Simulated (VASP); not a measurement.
# Lu (P6_3/mmc) in VASP: a series of runs

Runs on Lu. Level: PBE. Tasks: single point.

Everything below comes from runs of VASP 6.6.1. Logs are shortened: lines on timing, memory, paths and dates and some standing lists are left out, and cuts for length are marked.

### Step 1. The cell of the first run

Symmetry: P6_3/mmc, No. 194, hexagonal system. Conventional cell: a = 3.502 Å, b = 3.502 Å, c = 5.541 Å, α = 90.00°, β = 90.00°, γ = 120.00°. Within 4.5 Å of Lu (site symmetry -6m2) lie 12 Lu at 3.43 to 3.50 Å.

### Step 2. Single point, PBE

INCAR

```
PREC = Accurate ; ENCUT = 520
EDIFF = 1E-7 ; ISMEAR = -1
SIGMA = 0.1 ; LREAL = F
LASPH = T ; NELM = 100
ALGO = Normal ; ISIF = 2
LWAVE = F ; LCHARG = F
GGA = PE ; NBANDS = 32
```

KPOINTS

```
Automatic mesh
0
Gamma
  7 7 4
```

POSCAR

```
Lu
1.0
    3.5022054968      0.0000000000      0.0000000000
   -1.7511027484      3.0329953384      0.0000000000
    0.0000000000      0.0000000000      5.5413966261
Lu
2
Direct
    0.3333333333      0.6666666667      0.2500000000
    0.6666666667      0.3333333333      0.7500000000
```

Potentials or basis: VASP PAW PBE potentials, release 64 (Lu).

On the command line:

```bash
$ cat potpaw_PBE.64/Lu/POTCAR > POTCAR
$ mpirun -np 1 vasp_std > vasp.out
```

OUTCAR:

```text
PREC = Accurate
   ENCUT = 520
   EDIFF = 1E-7
   ISMEAR = -1
   LREAL = F
   LASPH = T
   NELM = 100
   ISIF = 2
   GGA = PE

 ion  position               nearest neighbor table
   1  0.333  0.667  0.250-   2 3.43   2 3.43   2 3.43   2 3.43   2 3.43   2 3.43
   2  0.667  0.333  0.750-   1 3.43   1 3.43   1 3.43   1 3.43   1 3.43   1 3.43

  LATTYP: Found a hexagonal cell.
 ALAT       =     3.5022054968
 C/A-ratio  =     1.5822591310

  Lattice vectors:

 A1 = (   3.5022054968,   0.0000000000,   0.0000000000)
 A2 = (  -1.7511027484,   3.0329953384,   0.0000000000)
 A3 = (   0.0000000000,   0.0000000000,   5.5413966261)

Analysis of symmetry for initial positions (statically):
=====================================================================
 Subroutine PRICEL returns:
 Original cell was already a primitive cell.

 Routine SETGRP: Setting up the symmetry group for a
 hexagonal supercell.

 Subroutine GETGRP returns: Found 24 space group operations
 (whereof 12 operations were pure point group operations)
 out of a pool of 24 trial point group operations.

The static configuration has the point symmetry D_3d.
 The point group associated with its full space group is D_6h.

Analysis of symmetry for dynamics (positions and initial velocities):
=====================================================================
 Subroutine PRICEL returns:
 Original cell was already a primitive cell.

 Routine SETGRP: Setting up the symmetry group for a
 hexagonal supercell.

 Subroutine GETGRP returns: Found 24 space group operations
 (whereof 12 operations were pure point group operations)
 out of a pool of 24 trial point group operations.

The dynamic configuration has the point symmetry D_3d.
 The point group associated with its full space group is D_6h.

 Subroutine INISYM returns: Found 24 space group operations
 (whereof 12 operations are pure point group operations),
 and found     1 'primitive' translations

----------------------------------------------------------------------------------------

                                     Primitive cell

  volume of cell :      58.8617

  direct lattice vectors                    reciprocal lattice vectors
     3.502205497  0.000000000  0.000000000     0.285534359  0.164853534  0.000000000
[... 79 lines left out ...]
   ISPIN  =      1    spin polarized calculation?
   LNONCOLLINEAR =      F non collinear calculations
   LSORBIT =      F    spin-orbit coupling
   LASPH  =      T    aspherical Exc in radial PAW
   ENCUT  =  520.0 eV  38.22 Ry    6.18 a.u.   6.51  6.51 10.30*2*pi/ulx,y,z
   NELM   =    100;   NELMIN=  2; NELMDL= -5     # of ELM steps
   EDIFF  = 0.1E-06   stopping-criterion for ELM
   LREAL  =      F    real-space projection
   EDIFFG = 0.1E-05   stopping-criterion for IOM
   NSW    =      0    number of steps for IOM
   IBRION =     -1    ionic relax: 0-MD 1-quasi-New 2-CG
   NFREE  =      0    steps in history (QN), initial steepest desc. (CG)
   ISIF   =      2    stress and relaxation
   ISYM   =      2    0-nonsym 1-usesym 2-fastsym
   POTIM  = 0.5000    time-step for ionic-motion
   TEBEG  =    0.0;   TEEND  =   0.0 temperature during run
   PSTRESS=    0.0 pullay stress
   NELECT =      50.0000    total number of electrons
   NUPDOWN=      -1.0000    fix difference up-down
   EMIN   =  10.00;   EMAX   =-10.00  energy-range for DOS
   EFERMI =   0.00;   METHOD = LEGACY
   ISMEAR =    -1;   SIGMA  =   0.10  broadening in eV -4-tet -1-fermi 0-gaus
   EFERMI_NEDOS =   21; number of points for ismear=-14 and -15
   IALGO  =     38    algorithm
   IMIX   =      4    mixing-type and parameters
     AMIX     =   0.40;   BMIX     =  1.00
     AMIX_MAG =   1.60;   BMIX_MAG =  1.00
  volume/ion in A,a.u.               =      29.43       198.61
  Fermi-wavevector in a.u.,A,eV,Ry     =   1.550436  2.929900 32.706407  2.403853
  Thomas-Fermi vector in A             =   2.655100
   LORBIT       =      0    0 simple, 1 ext, 2 COOP (PROOUT), +10 PAW based schemes
   GGA     = PE    functional components
   LHFCALC =     F    Hartree Fock is set to
   AEXX    =    0.0000 exact exchange contribution
   IVDW    =     0    specifies the selected vdW correction
   LEPSILON=     F    determine dielectric tensor
   LRPA    =     F    only Hartree local field effects (RPA)
 non-spin polarized calculation
  energy-cutoff  :      520.00
  volume of cell :       58.86
 maximum number of plane-waves:      1640
 NGX is ok and might be reduce to    28
   NGX = 13   NGY = 13   NGZ = 21

 number of electron      49.9999997 magnetization

 Free energy of the ion-electron system (eV)
  ---------------------------------------------------
  ext. energy  EPLUGINS =         0.00000000
  ---------------------------------------------------
  free energy    TOTEN  =        -9.10191936 eV

  energy without entropy =       -8.99813672  energy(sigma->0) =       -9.05002804

 E-fermi :   2.1770     XC(G=0): -10.6140

 val. band max:        2.1220459641   @ k =   0.4286   0.0000   0.2500
 cond. band min:       2.1873430487   @ k =   0.2857   0.2857   0.5000
 fundamental gap:      0.0652970846
 Fermi energy:         2.1769757825

 k-point     1 :       0.0000    0.0000    0.0000
  band No.  band energies     occupation
      1     -54.0306      2.00000
      2     -53.9984      2.00000
      3     -24.9563      2.00000
      4     -24.5437      2.00000
      5     -24.5436      2.00000
      6     -24.4670      2.00000
[... 829 lines left out ...]
     31       7.7578      0.00000
     32       7.7578      0.00000

------------------------ aborting loop because EDIFF is reached ----------------------------------------

  FORCE on cell =-STRESS in cart. coord.  units (eV):
  Direction    XX          YY          ZZ          XY          YZ          ZX
  --------------------------------------------------------------------------------------
  -------------------------------------------------------------------------------------
  Total       -0.0008601     -0.0008601     -0.3708685      0.0000000      0.0000000      0.0000000
  in kB       -0.0234104     -0.0234103    -10.0948045      0.0000000      0.0000000      0.0000000
  external PRESSURE =      -3.3805417 kB  Pullay stress =       0.0000000 kB

 VOLUME and BASIS-vectors are now :
 -----------------------------------------------------------------------------
  energy-cutoff  :      520.00
  volume of cell :       58.86
      direct lattice vectors                 reciprocal lattice vectors
     3.502205497  0.000000000  0.000000000     0.285534359  0.164853534  0.000000000
    -1.751102748  3.032995338  0.000000000     0.000000000  0.329707068  0.000000000
     0.000000000  0.000000000  5.541396626     0.000000000  0.000000000  0.180459921

 POSITION                                       TOTAL-FORCE (eV/Angst)
 -----------------------------------------------------------------------------------
     -0.00000      2.02200      1.38535         0.000000     -0.000000      0.000000
      1.75110      1.01100      4.15605        -0.000000      0.000000      0.000000
 -----------------------------------------------------------------------------------
    total drift:                               -0.000000      0.000000     -0.000000

  FREE ENERGIE OF THE ION-ELECTRON SYSTEM (eV)
  ---------------------------------------------------
  free  energy   TOTEN  =        -9.1019193624 eV

  energy  without entropy=       -8.9981367180  energy(sigma->0) =       -9.05002804
```

stdout:

```text
POSCAR found type information on POSCAR Lu
 POSCAR found :  1 types and       2 ions
 scaLAPACK will be used
 LDA part: xc-table for (Slater+PW92), standard interpolation
 POSCAR, INCAR and KPOINTS ok, starting setup
 FFT: planning ... GRIDC
 FFT: planning ... GRID_SOFT
 FFT: planning ... GRID
 WAVECAR not read
 entering main loop
```

Run time: 71 s. Hardware: 1 thread of Intel Xeon 8259CL, shared host; peak memory 0.2 GiB.

Results:

* Free energy: -9.1019 eV
* Pressure: -0.3 GPa
* Band gap on the k mesh: zero (bands 25 and 26 overlap by 1.71 eV)

Stress tensor (GPa, compression positive):
```
 0.00  0.00  0.00
 0.00  0.00  0.00
 0.00  0.00 -1.01
```

Caveat: spin-orbit coupling is left out, which moves the levels of the heavy elements.

### Step 3. Single point, PBE

This run uses another cell than the first one, of 29.12 Å³/atom.

INCAR

```
SYSTEM = Lu
PREC = Accurate
ENCUT = 520
EDIFF = 1E-7
ISMEAR = -1
SIGMA = 0.1
LREAL = .False.
LASPH = .True.
NELM = 60
ALGO = Normal
ISIF = 2
LWAVE = .False.
LCHARG = .False.
GGA = PE
NBANDS = 32
```

KPOINTS

```
Automatic mesh
0
Gamma
  7 7 4
  0 0 0
```

POSCAR

```
Lu
1.0
    3.5065701730      0.0000000000      0.0000000000
   -1.7532850865      3.0367752544      0.0000000000
    0.0000000000      0.0000000000      5.4692724456
Lu
2
Direct
    0.3333333333      0.6666666667      0.2500000000
    0.6666666667      0.3333333333      0.7500000000
```

Potentials or basis: VASP PAW PBE potentials, release 64 (Lu).

On the command line:

```bash
$ cat potpaw_PBE.64/Lu/POTCAR > POTCAR
$ mpirun -np 1 vasp_std > vasp.out
```

OUTCAR:

```text
SYSTEM = Lu
   PREC = Accurate
   ENCUT = 520
   EDIFF = 1E-7
   ISMEAR = -1
   LREAL = .False.
   LASPH = .True.
   NELM = 60
   ISIF = 2
   GGA = PE

 ion  position               nearest neighbor table
   1  0.333  0.667  0.250-   2 3.40   2 3.40   2 3.40   2 3.40   2 3.40   2 3.40
   2  0.667  0.333  0.750-   1 3.40   1 3.40   1 3.40   1 3.40   1 3.40   1 3.40

  LATTYP: Found a hexagonal cell.
 ALAT       =     3.5065701730
 C/A-ratio  =     1.5597213732

  Lattice vectors:

 A1 = (   3.5065701730,   0.0000000000,   0.0000000000)
 A2 = (  -1.7532850865,   3.0367752544,   0.0000000000)
 A3 = (   0.0000000000,   0.0000000000,   5.4692724456)

Analysis of symmetry for initial positions (statically):
=====================================================================
 Subroutine PRICEL returns:
 Original cell was already a primitive cell.

 Routine SETGRP: Setting up the symmetry group for a
 hexagonal supercell.

 Subroutine GETGRP returns: Found 24 space group operations
 (whereof 12 operations were pure point group operations)
 out of a pool of 24 trial point group operations.

The static configuration has the point symmetry D_3d.
 The point group associated with its full space group is D_6h.

Analysis of symmetry for dynamics (positions and initial velocities):
=====================================================================
 Subroutine PRICEL returns:
 Original cell was already a primitive cell.

 Routine SETGRP: Setting up the symmetry group for a
 hexagonal supercell.

 Subroutine GETGRP returns: Found 24 space group operations
 (whereof 12 operations were pure point group operations)
 out of a pool of 24 trial point group operations.

The dynamic configuration has the point symmetry D_3d.
 The point group associated with its full space group is D_6h.

 Subroutine INISYM returns: Found 24 space group operations
 (whereof 12 operations are pure point group operations),
 and found     1 'primitive' translations

[... 109 lines left out ...]
   EFERMI_NEDOS =   21; number of points for ismear=-14 and -15
   IALGO  =     38    algorithm
   IMIX   =      4    mixing-type and parameters
     AMIX     =   0.40;   BMIX     =  1.00
     AMIX_MAG =   1.60;   BMIX_MAG =  1.00
  volume/ion in A,a.u.               =      29.12       196.51
  Fermi-wavevector in a.u.,A,eV,Ry     =   1.555930  2.940280 32.938571  2.420917
  Thomas-Fermi vector in A             =   2.659799
   LORBIT       =      0    0 simple, 1 ext, 2 COOP (PROOUT), +10 PAW based schemes
   GGA     = PE    functional components
   LHFCALC =     F    Hartree Fock is set to
   AEXX    =    0.0000 exact exchange contribution
   IVDW    =     0    specifies the selected vdW correction
   LEPSILON=     F    determine dielectric tensor
   LRPA    =     F    only Hartree local field effects (RPA)
 non-spin polarized calculation
  energy-cutoff  :      520.00
  volume of cell :       58.24
 maximum number of plane-waves:      1616
 NGX is ok and might be reduce to    28
   NGX = 13   NGY = 13   NGZ = 21

 number of electron      49.9999993 magnetization

 Free energy of the ion-electron system (eV)
  ---------------------------------------------------
  ext. energy  EPLUGINS =         0.00000000
  ---------------------------------------------------
  free energy    TOTEN  =        -9.10383734 eV

  energy without entropy =       -9.00390643  energy(sigma->0) =       -9.05387189

 E-fermi :   2.2108     XC(G=0): -10.6639

 val. band max:        2.1531793513   @ k =   0.4286   0.0000   0.2500
 cond. band min:       2.2193553199   @ k =   0.2857   0.2857   0.5000
 fundamental gap:      0.0661759686
 Fermi energy:         2.2107698215

 k-point     1 :       0.0000    0.0000    0.0000
  band No.  band energies     occupation
      1     -53.9670      2.00000
      2     -53.9310      2.00000
      3     -24.9147      2.00000
      4     -24.4853      2.00000
      5     -24.4853      2.00000
      6     -24.3998      2.00000
[... 829 lines left out ...]
     31       7.7990      0.00000
     32       7.7990      0.00000

------------------------ aborting loop because EDIFF is reached ----------------------------------------

  FORCE on cell =-STRESS in cart. coord.  units (eV):
  Direction    XX          YY          ZZ          XY          YZ          ZX
  --------------------------------------------------------------------------------------
  -------------------------------------------------------------------------------------
  Total        0.0495038      0.0495037      0.0465833      0.0000000      0.0000000     -0.0000000
  in kB        1.3618360      1.3618327      1.2814913      0.0000000      0.0000000     -0.0000000
  external PRESSURE =       1.3350533 kB  Pullay stress =       0.0000000 kB

 VOLUME and BASIS-vectors are now :
 -----------------------------------------------------------------------------
  energy-cutoff  :      520.00
  volume of cell :       58.24
      direct lattice vectors                 reciprocal lattice vectors
     3.506570173  0.000000000  0.000000000     0.285178950  0.164648338  0.000000000
    -1.753285087  3.036775254  0.000000000     0.000000000  0.329296677  0.000000000
     0.000000000  0.000000000  5.469272446     0.000000000  0.000000000  0.182839676

 POSITION                                       TOTAL-FORCE (eV/Angst)
 -----------------------------------------------------------------------------------
     -0.00000      2.02452      1.36732         0.000000     -0.000000      0.000000
      1.75329      1.01226      4.10195        -0.000000      0.000000      0.000000
 -----------------------------------------------------------------------------------
    total drift:                               -0.000000      0.000000     -0.000000

  FREE ENERGIE OF THE ION-ELECTRON SYSTEM (eV)
  ---------------------------------------------------
  free  energy   TOTEN  =        -9.1038373430 eV

  energy  without entropy=       -9.0039064296  energy(sigma->0) =       -9.05387189
```

stdout:

```text
POSCAR found type information on POSCAR Lu
 POSCAR found :  1 types and       2 ions
 scaLAPACK will be used
 LDA part: xc-table for (Slater+PW92), standard interpolation
 POSCAR, INCAR and KPOINTS ok, starting setup
 FFT: planning ... GRIDC
 FFT: planning ... GRID_SOFT
 FFT: planning ... GRID
 WAVECAR not read
 entering main loop
```

Run time: 77 s. Hardware: 1 thread of Intel Xeon 8259CL, shared host; peak memory 0.2 GiB.

Results:

```yaml
Free_energy: -9.1038 eV
Pressure: 0.1 GPa
Band_gap_on_the_k_mesh: zero (bands 25 and 26 overlap by 1.82 eV)
```

Caveat: spin-orbit coupling is left out, which moves the levels of the heavy elements.

### Step 4. Single point, PBE

This run uses another cell than the first one, of 29.50 Å³/atom.

INCAR

```
ALGO = Normal
EDIFF = 1E-6
ENCUT = 520
GGA = PE
ISIF = 2
ISMEAR = -1
LASPH = True
LCHARG = True
LELF = True
LREAL = False
LVHAR = True
LWAVE = False
NBANDS = 32
NELM = 60
PREC = Accurate
SIGMA = 0.1
```

KPOINTS

```
k-points
0
Gamma
  7 7 4
```

POSCAR

```
Lu
1.0
    3.5031000000      0.0000000000      0.0000000000
   -1.7515500000      3.0337700000      0.0000000000
    0.0000000000      0.0000000000      5.5509000000
Lu
2
Direct
    0.3333333333      0.6666666667      0.2500000000
    0.6666666667      0.3333333333      0.7500000000
```

On the command line:

```bash
$ cat potpaw_PBE.64/Lu/POTCAR > POTCAR
$ mpirun -np 1 vasp_std > vasp.out
```

Run time: 70 s. Hardware: 1 thread of Intel Xeon 8259CL, shared host; peak memory 0.2 GiB.

The run converged. Its results:

* Free energy: -9.1013 eV
* Pressure: -0.4 GPa
* Band gap on the k mesh: zero (bands 25 and 26 overlap by 1.69 eV)

Stress tensor (GPa, compression positive):
```
-0.05  0.00  0.00
 0.00 -0.05  0.00
 0.00  0.00 -1.14
```

Levels at points of the mesh, in eV from the Fermi level:
```tsv
k point	band 20	band 21	band 22	band 23	band 24	band 25	band 26	band 27	band 28	band 29
(0.00, 0.00, 0.00)	-4.90	-4.90	-4.88	-4.88	-2.41	0.54	2.21	2.21	2.49	2.91
(0.00, 0.00, 0.50)	-4.89	-4.88	-4.88	-4.37	-4.37	1.15	1.15	2.14	2.14	2.14
```

Caveat: spin-orbit coupling is left out, which moves the levels of the heavy elements.

### Step 5. The runs side by side

| cell | gap on the mesh (eV) | pressure (GPa) |
| --- | --- | --- |
| a = 3.502, b = 3.502, c = 5.541 Å, angles 90.0, 90.0, 120.0°, 2 atoms | none | -0.3 |
| a = 3.507, b = 3.507, c = 5.469 Å, angles 90.0, 90.0, 120.0°, 2 atoms | none | 0.1 |
| a = 3.503, b = 3.503, c = 5.551 Å, angles 90.0, 90.0, 120.0°, 2 atoms | none | -0.4 |

Alike in all rows: task single point; level PBE; potentials or basis VASP PAW PBE potentials, release 64 (Lu); no spin polarisation; k mesh 7 × 7 × 4; cutoff (eV) 520; smearing fermi-dirac 0.1 eV.

Caveats: spin-orbit coupling is left out, which moves the levels of the heavy elements.

Absolute energies hang on the potentials; compare differences alone.
